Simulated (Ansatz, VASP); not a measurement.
**Two plane-wave programs on Cr**

INCAR

```
PREC = Accurate ; ENCUT = 520
EDIFF = 1E-7 ; ISMEAR = -1
SIGMA = 0.05 ; LREAL = False
LASPH = True ; NELM = 150
ALGO = Normal ; ISIF = 2
LWAVE = False ; LCHARG = False
ISPIN = 2 ; MAGMOM = -3 3
LORBIT = 11 ; LMAXMIX = 4
GGA = CA ; NBANDS = 23
```

Contents of KPOINTS:

```
regular mesh
0
Gamma
  8 8 8
```

Contents of POSCAR:

```
Cr
1.0
    2.9990412382      0.0000000000      0.0000000000
    0.0000000000      2.9990412382      0.0000000000
    0.0000000000      0.0000000000      2.9095213680
Cr
2
Direct
    0.0000000000      0.0000000000      0.0000000000
    0.5000000000      0.5000000000      0.5000000000
```

Input for Ansatz:

```yaml
crystal:
  lattice:
    - [2.9990412382, 0.0, 0.0]
    - [0.0, 2.9990412382, 0.0]
    - [0.0, 0.0, 2.909521368]
  atoms:
    - { symbol: Cr, position: [0.0, 0.0, 0.0], spin: -3.0 }
    - { symbol: Cr, position: [0.5, 0.5, 0.5], spin: 3.0 }
magnetization:
  spin_polarized: true
kpoints:
  mp_grid: { grid: [8, 8, 8] }
scf:
  occupations: { method: fermi_dirac, width: 0.05 }
  lower_state_search: "off"
hamiltonian:
  xc: lda
  pseudopotentials: { kind: paw }
output:
  forces: true
  stress: true
  eigenvalues: true
```

Change from the starting cell: stretched by -2 % along [0.0, 0.0, 1.0] at fixed volume; collinear moments without spin-orbit coupling, PAW files.

Alike in both runs: task single point; functional LDA; k mesh 8 × 8 × 8; occupations fermi-dirac, width 0.05 eV; collinear spin.

```csv
,VASP,Ansatz
version,VASP 6.6.1,Ansatz 0.2.0
potentials or method,"VASP PAW LDA potentials, release 64 (Cr_pv)","PAW with Ansatz's default frozen-core files, scalar-relativistic"
plane-wave cutoff (eV),520,420
valence electrons in the cell,24,28
```

```csv
,VASP,Ansatz,Ansatz less VASP
net moment per atom (μB),0.00,0.00,0.000
size of the moment on the site where the two differ most (μB),1.11,1.24,+0.128
```

LDA's correlation is that of Perdew and Zunger in VASP and of Perdew and Wang (1992) in Ansatz. Site moments also hang on the region over which each program counts them. VASP's potentials hold 24 valence electrons a cell and Ansatz's 28, so a difference there can come from the potentials and not from the codes.
